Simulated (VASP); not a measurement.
## Si: single point with PBE

Crystal: Si.

```
Si
1.0
     2.68606    0.00000    0.00000
    -1.34303    2.32619    0.00000
     0.00000    0.00000    2.52801
Si
1
Direct
  0.00000 0.00000 0.00000
```

This cell differs from its parent crystal: strain +0.025 along x and y, +0.025 along z.

- Program: VASP 6.6.1
- Task: single point
- Functional: PBE
- Potentials or basis: VASP PAW PBE potentials, release 64 (Si)
- Cutoff: 520 eV
- k mesh: 24 × 24 × 20
- Occupations: gaussian, width 0.15 eV
- Spin: no spin polarisation

| Quantity | Value |
| --- | --- |
| Pressure | -4.4 GPa |
| Band gap on the k mesh | zero (bands 2 and 3 overlap by 11.67 eV) |

Stress tensor (GPa, compression positive):
```
-3.99  0.00  0.00
 0.00 -3.99  0.00
 0.00  0.00 -5.12
```

Levels at points of the mesh, in eV from the Fermi level:
| k point | band 1 | band 2 | band 3 | band 4 | band 5 |
| --- | --- | --- | --- | --- | --- |
| (0.00, 0.00, 0.00) | -13.52 | 7.42 | 7.48 | 9.57 | 9.57 |
| (0.50, 0.00, 0.00) | -7.48 | -6.38 | 4.80 | 6.43 | 11.90 |
| (0.00, 0.00, 0.50) | -8.98 | -6.75 | 12.82 | 12.82 | 14.56 |
| (0.50, 0.00, 0.50) | -2.79 | -2.18 | -2.02 | 1.74 | 8.14 |

Run time: 60 s on 1 thread of Intel Xeon 8259CL (shared host), peak memory 0.17 GiB.

Caveat: the cell differs from its parent crystal (strain +0.025 along x and y, +0.025 along z); the cell stands under tension.
